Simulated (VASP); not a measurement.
Here is a VASP 6.6.1 calculation.

File INCAR:

```
SYSTEM = GaAs
ALGO = Normal
EDIFF = 1E-6
ENCUT = 520
GGA = PE
GGA_COMPAT = .False.
ISIF = 2
ISMEAR = 0
LASPH = .True.
LCHARG = .False.
LORBIT = 11
LORBMOM = .True.
LREAL = .False.
LSORBIT = .True.
LWAVE = .False.
MAGMOM = 0 0 0 0 0 0
NBANDS = 30
NELM = 150
PREC = Accurate
SIGMA = 0.05
```

Contents of KPOINTS:

```
k-points
0
Gamma
  11 11 11
  0 0 0
```

File POSCAR:

```
GaAs
1.0
    0.0000000000      2.8268500000      2.8268500000
    2.8268500000      0.0000000000      2.8268500000
    2.8268500000      2.8268500000      0.0000000000
As Ga
1 1
Direct
    0.7500000000      0.7500000000      0.7500000000
    0.0000000000      0.0000000000      0.0000000000
```

Potentials or basis: VASP PAW PBE potentials, release 64 (As, Ga_d).

Run with:

```sh
$ cat potpaw_PBE.64/As/POTCAR potpaw_PBE.64/Ga_d/POTCAR > POTCAR
$ mpirun -np 1 vasp_ncl > vasp.out
```

Task: Estimate the net moment.

Result: 0.00 μB per cell.

Task: What does it give for the pressure?

Result: 3.5 GPa.

Moments on the atoms (μB; x, y, z):
```
As  0.00 0.00 0.00
Ga  0.00 0.00 0.00
```

Caveat: the cell stands under pressure.
